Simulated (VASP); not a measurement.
# HfC (P6_3/mmc) in VASP: notebook

Runs on HfC. Level: PBEsol. Tasks: single point, relaxation of cell and atoms.

Program: VASP 6.6.1. These are calculated values, not measurements. Logs are shortened: lines on timing, memory, paths and dates and some standing lists are left out, and cuts for length are marked.

## 1. The cell of the first run

It takes space group P6_3/mmc (No. 194, hexagonal). The conventional cell has a = 3.290 Å, b = 3.290 Å, c = 5.205 Å, α = 90.00°, β = 90.00°, γ = 120.00°. Hf (site symmetry -6m2) has 6 C at 2.30 Å within 3.0 Å. C (site symmetry -3m) has 6 Hf at 2.30 Å and 2 C at 2.60 Å within 3.0 Å.

## 2. Single point, PBEsol

File INCAR:

```
  PREC = Accurate
  ENCUT = 520
  EDIFF = 1E-7
  ISMEAR = 1
  SIGMA = 0.05
  LREAL = F
  LASPH = T
  NELM = 100
  ALGO = Normal
  ISIF = 2
  LWAVE = F
  LCHARG = T
  GGA = PS
  LELF = T
  LVHAR = T
  NBANDS = 22
```

File KPOINTS:

```
regular mesh
0
Gamma
  8 8 4
```

File POSCAR:

```
HfC
1.0
    3.2901324923      0.0000000028      0.0000000000
   -1.6450662486      2.8493383187      0.0000000000
    0.0000000000      0.0000000000      5.2049194922
Hf C
2 2
Direct
    0.6666666667      0.3333333333      0.7500000000
    0.3333333333      0.6666666667      0.2500000000
    0.0000000000      0.0000000000      0.0000000000
    0.0000000000      0.0000000000      0.5000000000
```

Potentials or basis: VASP PAW PBE potentials, release 64 (Hf_pv, C).

On the command line:

```console
cat potpaw_PBE.64/Hf_pv/POTCAR potpaw_PBE.64/C/POTCAR > POTCAR
mpirun -np 1 vasp_std > vasp.out
```

OUTCAR:

```text
PREC = Accurate
   ENCUT = 520
   EDIFF = 1E-7
   ISMEAR = 1
   LREAL = F
   LASPH = T
   NELM = 100
   ISIF = 2
   GGA = PS

 ion  position               nearest neighbor table
   1  0.667  0.333  0.750-   3 2.30   4 2.30   3 2.30   4 2.30   3 2.30   4 2.30   2 3.22   2 3.22
                             2 3.22   2 3.22   2 3.22   2 3.22
   2  0.333  0.667  0.250-   3 2.30   4 2.30   3 2.30   4 2.30   3 2.30   4 2.30   1 3.22   1 3.22
                             1 3.22   1 3.22   1 3.22   1 3.22
   3  0.000  0.000  0.000-   1 2.30   2 2.30   2 2.30   1 2.30   1 2.30   2 2.30
   4  0.000  0.000  0.500-   1 2.30   2 2.30   2 2.30   1 2.30   1 2.30   2 2.30

  LATTYP: Found a hexagonal cell.
 ALAT       =     3.2901324923
 C/A-ratio  =     1.5819786906

  Lattice vectors:

 A1 = (   3.2901324923,   0.0000000028,   0.0000000000)
 A2 = (  -1.6450662486,   2.8493383187,   0.0000000000)
 A3 = (   0.0000000000,   0.0000000000,   5.2049194922)

Analysis of symmetry for initial positions (statically):
=====================================================================
 Subroutine PRICEL returns:
 Original cell was already a primitive cell.

 Routine SETGRP: Setting up the symmetry group for a
 hexagonal supercell.

 Subroutine GETGRP returns: Found 24 space group operations
 (whereof 12 operations were pure point group operations)
 out of a pool of 24 trial point group operations.

The static configuration has the point symmetry D_3d.
 The point group associated with its full space group is D_6h.

Analysis of symmetry for dynamics (positions and initial velocities):
=====================================================================
 Subroutine PRICEL returns:
 Original cell was already a primitive cell.

 Routine SETGRP: Setting up the symmetry group for a
 hexagonal supercell.

 Subroutine GETGRP returns: Found 24 space group operations
 (whereof 12 operations were pure point group operations)
 out of a pool of 24 trial point group operations.

The dynamic configuration has the point symmetry D_3d.
 The point group associated with its full space group is D_6h.

 Subroutine INISYM returns: Found 24 space group operations
 (whereof 12 operations are pure point group operations),
 and found     1 'primitive' translations

----------------------------------------------------------------------------------------
[... 89 lines left out ...]
   ISTART =      0    job   : 0-new  1-cont  2-samecut
   ICHARG =      2    charge: 1-file 2-atom 10-const
   ISPIN  =      1    spin polarized calculation?
   LNONCOLLINEAR =      F non collinear calculations
   LSORBIT =      F    spin-orbit coupling
   LASPH  =      T    aspherical Exc in radial PAW
   ENCUT  =  520.0 eV  38.22 Ry    6.18 a.u.   6.12  6.12  9.68*2*pi/ulx,y,z
   NELM   =    100;   NELMIN=  2; NELMDL= -5     # of ELM steps
   EDIFF  = 0.1E-06   stopping-criterion for ELM
   LREAL  =      F    real-space projection
   EDIFFG = 0.1E-05   stopping-criterion for IOM
   NSW    =      0    number of steps for IOM
   IBRION =     -1    ionic relax: 0-MD 1-quasi-New 2-CG
   NFREE  =      0    steps in history (QN), initial steepest desc. (CG)
   ISIF   =      2    stress and relaxation
   ISYM   =      2    0-nonsym 1-usesym 2-fastsym
   POTIM  = 0.5000    time-step for ionic-motion
   TEBEG  =    0.0;   TEEND  =   0.0 temperature during run
   PSTRESS=    0.0 pullay stress
   NELECT =      28.0000    total number of electrons
   NUPDOWN=      -1.0000    fix difference up-down
   EMIN   =  10.00;   EMAX   =-10.00  energy-range for DOS
   EFERMI =   0.00;   METHOD = LEGACY
   ISMEAR =     1;   SIGMA  =   0.05  broadening in eV -4-tet -1-fermi 0-gaus
   EFERMI_NEDOS =   21; number of points for ismear=-14 and -15
   IALGO  =     38    algorithm
   IMIX   =      4    mixing-type and parameters
     AMIX     =   0.40;   BMIX     =  1.00
     AMIX_MAG =   1.60;   BMIX_MAG =  1.00
  volume/ion in A,a.u.               =      12.20        82.32
  Fermi-wavevector in a.u.,A,eV,Ry     =   1.360412  2.570805 25.180575  1.850720
  Thomas-Fermi vector in A             =   2.487076
   LORBIT       =      0    0 simple, 1 ext, 2 COOP (PROOUT), +10 PAW based schemes
   GGA     = PS    functional components
   LHFCALC =     F    Hartree Fock is set to
   AEXX    =    0.0000 exact exchange contribution
   IVDW    =     0    specifies the selected vdW correction
   LEPSILON=     F    determine dielectric tensor
   LRPA    =     F    only Hartree local field effects (RPA)
 non-spin polarized calculation
 Methfessel and Paxton  Order N= 1 SIGMA  =   0.05
  energy-cutoff  :      520.00
  volume of cell :       48.79
 maximum number of plane-waves:      1330
   NGX = 13   NGY = 13   NGZ = 19

 number of electron      27.9999992 magnetization

 Free energy of the ion-electron system (eV)
  ---------------------------------------------------
  ext. energy  EPLUGINS =         0.00000000
  ---------------------------------------------------
  free energy    TOTEN  =       -43.63879507 eV

  energy without entropy =      -43.63809720  energy(sigma->0) =      -43.63856245

 E-fermi :   6.5254     XC(G=0): -12.5667

 val. band max:        6.5218577608   @ k =   0.1250   0.1250   0.2500
 cond. band min:       6.5872719884   @ k =   0.2500   0.1250   0.2500
 fundamental gap:      0.0654142277
 Fermi energy:         6.5254315559

 k-point     1 :       0.0000    0.0000    0.0000
  band No.  band energies     occupation
      1     -23.9912      2.00000
      2     -23.3430      2.00000
      3     -23.3430      2.00000
      4     -23.2518      2.00000
      5     -23.2518      2.00000
      6     -23.1758      2.00000
[... 589 lines left out ...]
     21      14.0590      0.00000
     22      14.0590      0.00000

 [... further k-points ...]
[... 5 lines left out ...]
  --------------------------------------------------------------------------------------
  -------------------------------------------------------------------------------------
  Total       -0.1132511     -0.1132511     -0.1397545      0.0000000      0.0000000      0.0000000
  in kB       -3.7186185     -3.7186185     -4.5888630      0.0000000      0.0000000      0.0000000
  external PRESSURE =      -4.0087000 kB  Pullay stress =       0.0000000 kB

 VOLUME and BASIS-vectors are now :
 -----------------------------------------------------------------------------
  energy-cutoff  :      520.00
  volume of cell :       48.79
      direct lattice vectors                 reciprocal lattice vectors
     3.290132492  0.000000003  0.000000000     0.303939128  0.175479338  0.000000000
    -1.645066249  2.849338319  0.000000000    -0.000000000  0.350958674  0.000000000
     0.000000000  0.000000000  5.204919492     0.000000000  0.000000000  0.192125930

 POSITION                                       TOTAL-FORCE (eV/Angst)
 -----------------------------------------------------------------------------------
      1.64507      0.94978      3.90369         0.000000     -0.000000      0.000000
     -0.00000      1.89956      1.30123        -0.000000      0.000000      0.000000
      0.00000      0.00000      0.00000        -0.000000     -0.000000      0.000000
      0.00000      0.00000      2.60246        -0.000000     -0.000000      0.000000
 -----------------------------------------------------------------------------------
    total drift:                               -0.000000      0.000000     -0.000000

  FREE ENERGIE OF THE ION-ELECTRON SYSTEM (eV)
  ---------------------------------------------------
  free  energy   TOTEN  =       -43.6387950717 eV

  energy  without entropy=      -43.6380971963  energy(sigma->0) =      -43.63856245
```

OSZICAR:

```text
N       E                     dE             d eps       ncg     rms          rms(c)
DAV:   1     0.831834946965E+02    0.83183E+02   -0.15361E+04  1328   0.126E+03
DAV:   2    -0.439586871828E+02   -0.12714E+03   -0.12179E+03  1684   0.285E+02
DAV:   3    -0.490650014238E+02   -0.51063E+01   -0.50682E+01  1674   0.421E+01
DAV:   4    -0.491154877452E+02   -0.50486E-01   -0.50456E-01  1626   0.467E+00
DAV:   5    -0.491160958327E+02   -0.60809E-03   -0.60807E-03  1756   0.446E-01    0.809E+01
DAV:   6    -0.438862897923E+02    0.52298E+01   -0.37295E+01  1548   0.222E+01    0.587E+01
DAV:   7    -0.437125397849E+02    0.17375E+00   -0.28561E+00  1488   0.782E+00    0.234E+01
DAV:   8    -0.436488513222E+02    0.63688E-01   -0.23272E-01  1688   0.256E+00    0.394E+00
DAV:   9    -0.436412712901E+02    0.75800E-02   -0.91578E-02  1504   0.127E+00    0.342E+00
DAV:  10    -0.436388946014E+02    0.23767E-02   -0.93981E-03  1620   0.508E-01    0.163E-01
DAV:  11    -0.436388068709E+02    0.87731E-04   -0.61837E-04  1580   0.152E-01    0.312E-01
DAV:  12    -0.436387943641E+02    0.12507E-04   -0.91438E-05  1650   0.383E-02    0.727E-02
DAV:  13    -0.436387951587E+02   -0.79458E-06   -0.26557E-06  1596   0.989E-03    0.149E-02
DAV:  14    -0.436387950442E+02    0.11450E-06   -0.97178E-08  1162   0.176E-03    0.200E-03
DAV:  15    -0.436387950717E+02   -0.27488E-07   -0.98224E-08  1020   0.145E-03
   1 F= -.43638795E+02 E0= -.43638562E+02  d E =-.697875E-03
```

It took 12 s on 1 thread of Intel Xeon 6975P-C (Granite Rapids), shared host; peak memory 0.17 GiB.

Results:

| Property | Result |
| --- | --- |
| Free energy | -43.6388 eV |
| Pressure | -0.4 GPa |
| Band gap on the k mesh | zero (band 14 reaches 7.44 eV, above the bottom of band 15 at 6.52 eV) |

Caveat: the PAW data sets were made with another functional, which shifts forces and pressure a little; spin-orbit coupling is left out, which moves the levels of the heavy elements.

## 3. Relaxation of cell and atoms, PBEsol

This run uses another cell than the first one, of 12.59 Å³/atom, 1.032 times its volume.

File INCAR:

```
SYSTEM = HfC
PREC     = Accurate       ! precision mode
ENCUT    = 600            ! plane-wave cutoff, eV
EDIFF    = 1E-7           ! SCF threshold, eV
ISMEAR   = 1              ! smearing method
SIGMA    = 0.05           ! smearing width, eV
LREAL    = .False.        ! projectors in reciprocal space
LASPH    = .True.         ! aspherical terms in the spheres
NELM     = 100            ! most SCF steps
ALGO     = Normal         ! electronic algorithm
ISIF     = 3              ! what is computed and relaxed
LWAVE    = .False.        ! write WAVECAR
LCHARG   = .False.        ! write CHGCAR
GGA      = PS             ! functional
IBRION   = 2              ! ionic algorithm
NSW      = 80             ! ionic steps
EDIFFG   = -0.01          ! ionic threshold
```

File KPOINTS:

```
Automatic mesh
0
Gamma
  8 8 4
  0 0 0
```

File POSCAR:

```
HfC
1.0
    3.3428660500      0.0000000000      0.0000000000
   -1.6714330300      2.8950069200      0.0000000000
    0.0000000000      0.0000000000      5.2027140000
Hf C
2 2
Direct
    0.6666666667      0.3333333333      0.7500000000
    0.3333333333      0.6666666667      0.2500000000
    0.0000000000      0.0000000000      0.0000000000
    0.0000000000      0.0000000000      0.5000000000
```

Potentials or basis: VASP PAW PBE potentials, release 64 (Hf_pv, C).

On the command line:

```console
cat potpaw_PBE.64/Hf_pv/POTCAR potpaw_PBE.64/C/POTCAR > POTCAR
mpirun -np 1 vasp_std > vasp.out
```

Run time: 74 s. Hardware: 1 thread of Intel Xeon 6975P-C (Granite Rapids), shared host; peak memory 0.2 GiB.

The run converged. Its results:

```
Free energy                            : -43.6421 eV
Relaxed volume                         : 12.17 Å³/atom
Relaxed cell                           : a = 3.288 Å, b = 3.288 Å, c = 5.200 Å, α = 90.00°, β = 90.00°, γ = 120.00°
Space group after relaxing (to 0.05 Å) : P6_3/mmc (No. 194)
Energy gained by relaxing              : 12.3 meV/atom
Ionic steps                            : 6
Pressure after relaxing                : 0.0 GPa
Band gap on the k mesh                 : zero (band 14 reaches 7.46 eV, above the bottom of band 15 at 6.53 eV)
```

Step by step:
```tsv
step	energy change (eV)	largest force (eV/Å)	pressure (GPa)	volume (Å³)
1	0.0000	0.0000	-7.92	50.35
2	0.0857	0.0000	16.51	45.95
3	-0.0467	0.0000	0.17	48.66
4	-0.0467	0.0000	0.34	48.63
5	-0.0493	0.0000	0.04	48.69
6	-0.0493	0.0000	0.01	48.70
```

Final structure:
```yaml
crystal:
  lattice:
    - [3.28830, 0.00000, 0.00000]
    - [-1.64415, 2.84775, 0.00000]
    - [0.00000, 0.00000, 5.20022]
  atoms:
    - { symbol: Hf, position: [0.66667, 0.33333, 0.75000] }
    - { symbol: Hf, position: [0.33333, 0.66667, 0.25000] }
    - { symbol: C, position: [0.00000, 0.00000, 0.00000] }
    - { symbol: C, position: [0.00000, 0.00000, 0.50000] }
```

Levels at points of the mesh, in eV from the Fermi level:
| k point | band 11 | band 12 | band 13 | band 14 | band 15 | band 16 | band 17 | band 18 |
| --- | --- | --- | --- | --- | --- | --- | --- | --- |
| (0.00, 0.00, 0.00) | -3.12 | -1.22 | -1.22 | 0.92 | 1.42 | 1.42 | 2.02 | 2.02 |
| (0.50, 0.00, 0.00) | -3.57 | -3.44 | -1.88 | -1.03 | 1.33 | 4.44 | 4.89 | 4.94 |
| (0.00, 0.00, 0.50) | -2.68 | -2.68 | -2.68 | -2.68 | 4.04 | 4.04 | 4.04 | 4.04 |
| (0.50, 0.00, 0.50) | -3.22 | -3.22 | -2.42 | -2.42 | 1.30 | 1.30 | 4.95 | 4.95 |

Caveat: the PAW data sets were made with another functional, which shifts forces and pressure a little; spin-orbit coupling is left out, which moves the levels of the heavy elements.

## 4. Relaxation of cell and atoms, PBEsol, target pressure 10 GPa, at which the enthalpy is minimised

This run uses another cell than the first one, of 12.59 Å³/atom, 1.032 times its volume.

File INCAR:

```
ALGO = Normal
EDIFF = 1E-7
EDIFFG = -0.01
ENCUT = 600
GGA = PS
IBRION = 2
ISIF = 3
ISMEAR = 1
LASPH = T
LCHARG = F
LREAL = F
LWAVE = F
NELM = 80
NSW = 80
PREC = Accurate
PSTRESS = 100.0
SIGMA = 0.05
```

File KPOINTS:

```
k-points
0
Gamma
  8 8 4
```

POSCAR is that of step 3.

On the command line:

```console
cat potpaw_PBE.64/Hf_pv/POTCAR potpaw_PBE.64/C/POTCAR > POTCAR
mpirun -np 1 vasp_std > vasp.out
```

Wall time 95 s (1 thread of Intel Xeon 6975P-C (Granite Rapids), shared host); peak memory 0.2 GiB.

The run converged. Its results:

```yaml
Free_energy: -43.5888 eV
Relaxed_volume: 11.73 Å³/atom
Relaxed_cell: a = 3.248 Å, b = 3.248 Å, c = 5.136 Å, α = 90.00°, β = 90.00°, γ = 120.00°
Space_group_after_relaxing_to_0.05_Å: P6_3/mmc (No. 194)
Energy_change_on_relaxing_the_enthalpy_is_what_falls: +1.0 meV/atom
Ionic_steps: 9
Pressure_after_relaxing: 10.0 GPa
Band_gap_on_the_k_mesh: zero (band 14 reaches 7.75 eV, above the bottom of band 15 at 6.79 eV)
```

Step by step:
| step | energy change (eV) | largest force (eV/Å) | pressure (GPa) | volume (Å³) |
| --- | --- | --- | --- | --- |
| 1 | 0.0000 | 0.0000 | -7.92 | 50.35 |
| 2 | 1.3199 | 0.0000 | 64.28 | 40.77 |
| 3 | -0.0010 | 0.0000 | 9.18 | 47.07 |
| 4 | 0.0068 | 0.0000 | 10.00 | 46.94 |
| 5 | 0.0110 | 0.0000 | 10.42 | 46.87 |
| 6 | 0.0069 | 0.0000 | 10.29 | 46.89 |
| 7 | 0.0065 | 0.0000 | 10.26 | 46.90 |
| 8 | -0.0007 | 0.0000 | 9.53 | 47.01 |
| 9 | 0.0039 | 0.0000 | 10.00 | 46.94 |

Final structure:
```
Hf C
1.0
     3.24842    0.00000    0.00000
    -1.62421    2.81322    0.00000
     0.00000    0.00000    5.13633
Hf C
2 2
Direct
  0.66667 0.33333 0.75000
  0.33333 0.66667 0.25000
  0.00000 0.00000 0.00000
  0.00000 0.00000 0.50000
```

Levels at points of the mesh, in eV from the Fermi level:
```
           k point  band 12  band 13  band 14  band 15  band 16  band 17
(0.00, 0.00, 0.00)    -1.24    -1.24     0.95     1.47     1.47     2.10
(0.50, 0.00, 0.00)    -3.46    -1.92    -0.97     1.43     4.64     5.14
(0.00, 0.00, 0.50)    -2.76    -2.76    -2.76     4.23     4.23     4.23
(0.50, 0.00, 0.50)    -3.31    -2.45    -2.45     1.39     1.39     5.19
```

Caveat: the cell is relaxed towards a set pressure, so the enthalpy falls and the energy may rise; the PAW data sets were made with another functional, which shifts forces and pressure a little; spin-orbit coupling is left out, which moves the levels of the heavy elements.

## 5. Overview

```tsv
task	cell	cutoff (eV)	gap on the mesh (eV)	pressure (GPa)
single point	a = 3.290, b = 3.290, c = 5.205 Å, angles 90.0, 90.0, 120.0°, 4 atoms	520	none	-0.4
relaxation of cell and atoms	relaxed from a = 3.343, b = 3.343, c = 5.203 Å, angles 90.0, 90.0, 120.0°, 4 atoms	600	none	0.0
relaxation of cell and atoms	relaxed to 10 GPa from a = 3.343, b = 3.343, c = 5.203 Å, angles 90.0, 90.0, 120.0°, 4 atoms	600	none	10.0
```

Alike in all rows: level PBEsol; potentials or basis VASP PAW PBE potentials, release 64 (Hf_pv, C); no spin polarisation; k mesh 8 × 8 × 4; smearing methfessel-paxton 0.05 eV.

Caveats: the PAW data sets were made with another functional, which shifts forces and pressure a little; spin-orbit coupling is left out, which moves the levels of the heavy elements; the cell is relaxed towards a set pressure, so the enthalpy falls and the energy may rise (some runs).

Absolute energies hang on the potentials; compare differences alone.
